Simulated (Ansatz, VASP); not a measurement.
**Two plane-wave programs on Ir**

```xyz
1
Lattice="0.0040 1.9195 1.9541 1.9416 0.0192 1.9389 1.9582 1.9209 0.0026" Properties=species:S:1:pos:R:3 pbc="T T T"
Ir    0.0000    0.0000    0.0000
```

Alike in both runs: task single point; functional PBE; k mesh 7 × 7 × 7; no spin polarisation.

```csv
,VASP,Ansatz
version,VASP 6.6.1,Ansatz 0.2.0
potentials or method,"VASP PAW PBE potentials, release 64 (Ir), cutoff 500 eV","plane waves, PAW"
occupations,"methfessel-paxton of order 1, width 0.15 eV","cold, width 0.15 eV"
valence electrons in the cell,9,17
```

Ansatz gave:

```
pressure (GPa)                                                : -0.5
traceless stress, the component that is largest in VASP (GPa) : 4.53
```

Q: Estimate VASP's values.

A: Pressure (GPa): 0.0; traceless stress, the component that is largest in VASP (GPa): 4.59.

VASP's potentials hold 9 valence electrons a cell and Ansatz's 17, so a difference there can come from the potentials and not from the codes. Ansatz's warnings: stress scf threshold loose.

The k mesh is coarse, so the values compare programs but aren't converged. Neither program's run includes spin-orbit coupling.
